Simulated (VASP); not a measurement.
# Mo (Im-3m) in VASP: single point with PBE

Aim: the single point of Mo with PBE.

All numbers are computed with VASP 6.6.1; they aren't measurements. Logs are shortened: lines on timing, memory, paths and dates and some standing lists are left out, and cuts for length are marked.

## (1) The cell of the first run

The structure is cubic, space group Im-3m (No. 229). The conventional cell has a = 3.161 Å, b = 3.161 Å, c = 3.161 Å, α = 90.00°, β = 90.00°, γ = 90.00°. Within 3.6 Å of Mo (site symmetry m-3m) lie 14 Mo at 2.74 to 3.16 Å.

## (2) Single point, PBE

The input, INCAR:

```
SYSTEM = Mo
  PREC = Accurate
  ENCUT = 520
  EDIFF = 1E-6
  ISMEAR = -1
  SIGMA = 0.1
  LREAL = .FALSE.
  LASPH = .TRUE.
  NELM = 60
  ALGO = Normal
  ISIF = 2
  LWAVE = .FALSE.
  LCHARG = .FALSE.
  GGA = PE
  NBANDS = 21
```

The input, KPOINTS:

```
regular mesh
0
G
  13 13 8
  0 0 0
```

The input, POSCAR:

```
Mo
1.0
   -1.5804199498      1.5804199498      1.5804199498
    1.5804199498     -1.5804199498      1.5804199498
    3.1608398996      3.1608398996      0.0000000000
Mo
2
Direct
    0.0000000000      0.0000000000      0.0000000000
    0.5000000000      0.5000000000      0.5000000000
```

Potentials or basis: VASP PAW PBE potentials, release 64 (Mo_sv).

Run with:

```bash
$ cat potpaw_PBE.64/Mo_sv/POTCAR > POTCAR
$ mpirun -np 1 vasp_std > vasp.out
```

OUTCAR:

```text
SYSTEM = Mo
   PREC = Accurate
   ENCUT = 520
   EDIFF = 1E-6
   ISMEAR = -1
   LREAL = .FALSE.
   LASPH = .TRUE.
   NELM = 60
   ISIF = 2
   GGA = PE

 ion  position               nearest neighbor table
   1  0.000  0.000  0.000-   2 2.74   2 2.74   2 2.74   2 2.74   2 3.16   2 3.16   2 3.16   2 3.16

   2  0.500  0.500  0.500-   1 2.74   1 2.74   1 2.74   1 2.74   1 3.16   1 3.16   1 3.16   1 3.16

  LATTYP: Found a base centered orthorhombic cell.
 ALAT       =     3.1608398996
 B/A-ratio  =     1.4142135624
 C/A-ratio  =     1.4142135624

  Lattice vectors:

 A1 = (  -1.5804199498,   1.5804199498,   1.5804199498)
 A2 = (   1.5804199498,  -1.5804199498,   1.5804199498)
 A3 = (   3.1608398996,   3.1608398996,   0.0000000000)

Analysis of symmetry for initial positions (statically):
=====================================================================
 Subroutine PRICEL returns following result:

  LATTYP: Found a body centered cubic cell.
 ALAT       =     3.1608398996

  Lattice vectors:

 A1 = (  -1.5804199498,   1.5804199498,  -1.5804199498)
 A2 = (  -1.5804199498,  -1.5804199498,   1.5804199498)
 A3 = (   1.5804199498,   1.5804199498,   1.5804199498)

   2 primitive cells build up your supercell.

 Routine SETGRP: Setting up the symmetry group for a
 base centered orthorhombic supercell.

 Subroutine GETGRP returns: Found  8 space group operations
 (whereof  8 operations were pure point group operations)
 out of a pool of  8 trial point group operations.

The static configuration has the point symmetry D_2h.

Analysis of symmetry for dynamics (positions and initial velocities):
=====================================================================
 Subroutine PRICEL returns following result:

  LATTYP: Found a body centered cubic cell.
 ALAT       =     3.1608398996

  Lattice vectors:

 A1 = (  -1.5804199498,   1.5804199498,  -1.5804199498)
 A2 = (  -1.5804199498,  -1.5804199498,   1.5804199498)
 A3 = (   1.5804199498,   1.5804199498,   1.5804199498)

   2 primitive cells build up your supercell.

 Routine SETGRP: Setting up the symmetry group for a
 base centered orthorhombic supercell.

 Subroutine GETGRP returns: Found  8 space group operations
 (whereof  8 operations were pure point group operations)
 out of a pool of  8 trial point group operations.

The dynamic configuration has the point symmetry D_2h.

 Subroutine INISYM returns: Found  8 space group operations
 (whereof  8 operations are pure point group operations),
 and found     2 'primitive' translations

----------------------------------------------------------------------------------------

                                     Primitive cell

  volume of cell :      15.7898

  direct lattice vectors                    reciprocal lattice vectors
    -1.580419950  1.580419950 -1.580419950    -0.316371607  0.316371607  0.000000000
    -1.580419950 -1.580419950  1.580419950    -0.316371607  0.000000000  0.316371607
     1.580419950  1.580419950  1.580419950     0.000000000  0.316371607  0.316371607

  length of vectors
     2.737367650  2.737367650  2.737367650     0.447417018  0.447417018  0.447417018

  position of ions in fractional coordinates (direct lattice)
     0.000000000  0.000000000  0.000000000

  ion indices of the primitive-cell ions
   primitive index   ion index
                 1           1

----------------------------------------------------------------------------------------

 KPOINTS: regular mesh

Automatic generation of k-mesh.
 Grid dimensions read from file:
 generate k-points for:   13   13    8

 Generating k-lattice:

  Cartesian coordinates                     Fractional coordinates (reciprocal lattice)
    -0.012168139  0.012168139  0.024336277     0.076923077  0.000000000  0.000000000
     0.012168139 -0.012168139  0.024336277     0.000000000  0.076923077  0.000000000
     0.019773225  0.019773225  0.000000000     0.000000000  0.000000000  0.125000000

  Length of vectors
     0.029805731  0.029805731  0.027963564

  Shift w.r.t. Gamma in fractional coordinates (k-lattice)
     0.000000000  0.000000000  0.000000000

 Subroutine IBZKPT returns following result:
 ===========================================

 Found    245 irreducible k-points:

 Following reciprocal coordinates:
            Coordinates               Weight
  0.000000  0.000000  0.000000      1.000000
  0.076923  0.000000  0.000000      4.000000
  0.153846  0.000000  0.000000      4.000000
  0.230769  0.000000  0.000000      4.000000
  0.307692  0.000000  0.000000      4.000000
  0.384615  0.000000  0.000000      4.000000
[... 16 lines left out ...]
  0.384615  0.153846  0.000000      4.000000
  0.461538  0.153846  0.000000      4.000000
 [... further k-points ...]
   k-points           NKPTS =    245   k-points in BZ     NKDIM =    245   number of bands    NBANDS=     21
   number of dos      NEDOS =    301   number of ions     NIONS =      2
   total plane-waves  NPLWV =  14400
   dimension x,y,z NGX =    20 NGY =   20 NGZ =   36
   dimension x,y,z NGXF=    40 NGYF=   40 NGZF=   72
   ions per type =               2
   NGX,Y,Z   is equivalent  to a cutoff of  12.15, 12.15, 13.39 a.u.
   NGXF,Y,Z  is equivalent  to a cutoff of  24.29, 24.29, 26.78 a.u.
 SYSTEM =  Mo
   PREC   = accura    normal or accurate (medium, high low for compatibility)
   ISTART =      0    job   : 0-new  1-cont  2-samecut
   ICHARG =      2    charge: 1-file 2-atom 10-const
   ISPIN  =      1    spin polarized calculation?
   LNONCOLLINEAR =      F non collinear calculations
   LSORBIT =      F    spin-orbit coupling
   LASPH  =      T    aspherical Exc in radial PAW
   ENCUT  =  520.0 eV  38.22 Ry    6.18 a.u.   5.09  5.09  8.31*2*pi/ulx,y,z
   NELM   =     60;   NELMIN=  2; NELMDL= -5     # of ELM steps
   EDIFF  = 0.1E-05   stopping-criterion for ELM
   LREAL  =      F    real-space projection
   EDIFFG = 0.1E-04   stopping-criterion for IOM
   NSW    =      0    number of steps for IOM
   IBRION =     -1    ionic relax: 0-MD 1-quasi-New 2-CG
   NFREE  =      0    steps in history (QN), initial steepest desc. (CG)
   ISIF   =      2    stress and relaxation
   ISYM   =      2    0-nonsym 1-usesym 2-fastsym
   POTIM  = 0.5000    time-step for ionic-motion
   TEBEG  =    0.0;   TEEND  =   0.0 temperature during run
   PSTRESS=    0.0 pullay stress
   NELECT =      28.0000    total number of electrons
   NUPDOWN=      -1.0000    fix difference up-down
   EMIN   =  10.00;   EMAX   =-10.00  energy-range for DOS
   EFERMI =   0.00;   METHOD = LEGACY
   ISMEAR =    -1;   SIGMA  =   0.10  broadening in eV -4-tet -1-fermi 0-gaus
   EFERMI_NEDOS =   21; number of points for ismear=-14 and -15
   IALGO  =     38    algorithm
   IMIX   =      4    mixing-type and parameters
     AMIX     =   0.40;   BMIX     =  1.00
     AMIX_MAG =   1.60;   BMIX_MAG =  1.00
  volume/ion in A,a.u.               =      15.79       106.56
  Fermi-wavevector in a.u.,A,eV,Ry     =   1.572745  2.972057 33.654380  2.473527
  Thomas-Fermi vector in A             =   2.674133
   LORBIT       =      0    0 simple, 1 ext, 2 COOP (PROOUT), +10 PAW based schemes
   GGA     = PE    functional components
   LHFCALC =     F    Hartree Fock is set to
   AEXX    =    0.0000 exact exchange contribution
   IVDW    =     0    specifies the selected vdW correction
   LEPSILON=     F    determine dielectric tensor
   LRPA    =     F    only Hartree local field effects (RPA)
 non-spin polarized calculation
  energy-cutoff  :      520.00
  volume of cell :       31.58
 maximum number of plane-waves:       866
   NGX = 11   NGY = 11   NGZ = 17

 number of electron      27.9999998 magnetization

 Free energy of the ion-electron system (eV)
  ---------------------------------------------------
  ext. energy  EPLUGINS =         0.00000000
  ---------------------------------------------------
  free energy    TOTEN  =       -21.89687842 eV

  energy without entropy =      -21.85550695  energy(sigma->0) =      -21.87619268

 E-fermi :  12.4674     XC(G=0): -13.3338

 val. band max:       12.4601753650   @ k =   0.0769   0.0769   0.1250
 cond. band min:      12.4693818033   @ k =   0.3077   0.0769   0.0000
 fundamental gap:      0.0092064382
 Fermi energy:        12.4673830000

 k-point     1 :       0.0000    0.0000    0.0000
  band No.  band energies     occupation
      1     -48.8478      2.00000
      2     -48.5935      2.00000
      3     -23.4896      2.00000
      4     -22.5702      2.00000
      5     -22.1512      2.00000
      6     -22.1402      2.00000
[... 13 lines left out ...]
     20      17.1070      0.00000
     21      23.9242      0.00000

 k-point     2 :       0.0769    0.0000    0.0000
  band No.  band energies     occupation
      1     -48.8370      2.00000
      2     -48.5899      2.00000
      3     -23.4645      2.00000
      4     -22.5944      2.00000
      5     -22.2025      2.00000
      6     -22.1824      2.00000
[... 13 lines left out ...]
     20      17.5961      0.00000
     21      23.7546      0.00000

 k-point     3 :       0.1538    0.0000    0.0000
  band No.  band energies     occupation
      1     -48.8065      2.00000
      2     -48.5806      2.00000
      3     -23.3912      2.00000
      4     -22.6805      2.00000
      5     -22.3773      2.00000
      6     -22.2469      2.00000
[... 13 lines left out ...]
     20      18.8722      0.00000
     21      23.3238      0.00000
[... 457 lines left out ...]
 k-point    23 :       0.3846    0.1538    0.0000
  band No.  band energies     occupation
      1     -48.5865      2.00000
      2     -48.5824      2.00000
      3     -23.1491      2.00000
      4     -23.1165      2.00000
      5     -22.7135      2.00000
      6     -22.6816      2.00000
[... 13 lines left out ...]
     20      21.0355      0.00000
     21      23.0919      0.00000

 k-point    24 :       0.4615    0.1538    0.0000
  band No.  band energies     occupation
      1     -48.6016      2.00000
      2     -48.5473      2.00000
      3     -23.2161      2.00000
      4     -23.2160      2.00000
      5     -22.8258      2.00000
      6     -22.5477      2.00000
[... 13 lines left out ...]
     20      19.4289      0.00000
     21      24.7427      0.00000

 [... further k-points ...]

------------------------ aborting loop because EDIFF is reached ----------------------------------------

  FORCE on cell =-STRESS in cart. coord.  units (eV):
  Direction    XX          YY          ZZ          XY          YZ          ZX
  --------------------------------------------------------------------------------------
  -------------------------------------------------------------------------------------
  Total        0.1079853      0.1079853      0.0808898      0.0409846      0.0000000      0.0000000
  in kB        5.4785744      5.4785744      4.1039027      2.0793302      0.0000000      0.0000000
  external PRESSURE =       5.0203505 kB  Pullay stress =       0.0000000 kB

 VOLUME and BASIS-vectors are now :
 -----------------------------------------------------------------------------
  energy-cutoff  :      520.00
  volume of cell :       31.58
      direct lattice vectors                 reciprocal lattice vectors
    -1.580419950  1.580419950  1.580419950    -0.158185804  0.158185804  0.316371607
     1.580419950 -1.580419950  1.580419950     0.158185804 -0.158185804  0.316371607
     3.160839900  3.160839900  0.000000000     0.158185804  0.158185804  0.000000000

 POSITION                                       TOTAL-FORCE (eV/Angst)
 -----------------------------------------------------------------------------------
      0.00000      0.00000      0.00000         0.000000      0.000000      0.000000
      1.58042      1.58042      1.58042        -0.000000     -0.000000     -0.000000
 -----------------------------------------------------------------------------------
    total drift:                                0.000000      0.000000      0.000000

  FREE ENERGIE OF THE ION-ELECTRON SYSTEM (eV)
  ---------------------------------------------------
  free  energy   TOTEN  =       -21.8968784207 eV

  energy  without entropy=      -21.8555069451  energy(sigma->0) =      -21.87619268
```

Wall time 1.8 min (1 thread of Intel Xeon 8259CL, shared host); peak memory 0.24 GiB.

What came out:

```
Free energy            : -21.8969 eV
Pressure               : 0.5 GPa
Band gap on the k mesh : zero (bands 14 and 15 overlap by 2.62 eV)
```
